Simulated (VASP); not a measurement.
Wanted: the native input for a VASP 6.6.1 run.

* Task: single point
* Functional: PBEsol
* Dispersion: D3(BJ)
* Potentials or basis: VASP PAW PBE potentials, release 64 (Si, O)
* Cutoff: 520 eV
* k mesh: 6 × 6 × 6
* Occupations: gaussian, width 0.01 eV
* Spin: no spin polarisation
* Dipole correction: no
* Further INCAR settings: ALGO = Normal; EDIFF = 1e-06; NBANDS = 25

The structure of SiO2 lies in POSCAR:

```
SiO2
1.0
   -2.4206118211      2.4206118211      3.8174304071
    2.4206118211     -2.4206118211      3.8174304071
    2.4206118211      2.4206118211     -3.8174304071
Si O
2 4
Direct
    0.0000000000      0.0000000000      0.0000000000
    0.7500000000      0.2500000000      0.5000000000
    0.9983800000      0.6250000000      0.8733800000
    0.3750000000      0.2483800000      0.3733800000
    0.7516200000      0.1250000000      0.1266200000
    0.8750000000      0.0016200000      0.6266200000
```

These files were run (other wordings do the same):

INCAR

```
PREC = Accurate ; ENCUT = 520
EDIFF = 1E-6 ; ISMEAR = 0
SIGMA = 0.01 ; LREAL = F
LASPH = T ; NELM = 100
ALGO = Normal ; ISIF = 2
LWAVE = F ; LCHARG = F
GGA = PS ; IVDW = 12
NBANDS = 25
```

KPOINTS

```
regular mesh
0
Gamma
  6 6 6
```

Potentials or basis: VASP PAW PBE potentials, release 64 (Si, O).

Launch:

```bash
$ cat potpaw_PBE.64/Si/POTCAR potpaw_PBE.64/O/POTCAR > POTCAR
$ mpirun -np 1 vasp_std > vasp.out
```

Results of the run:

```json
{
 "Pressure": "-8.4 GPa",
 "Largest force": "0.663 eV/Å",
 "Band gap on the k mesh": "5.57 eV",
 "Dispersion energy per atom": "-0.094 eV"
}
```

Caveat: the cell stands under tension; the PAW data sets were made with another functional, which shifts forces and pressure a little.

Wall time 35 s on 1 thread of Intel(R) Xeon(R) 6975P-C (Granite Rapids), with other jobs on the host, peak memory 0.25 GiB.
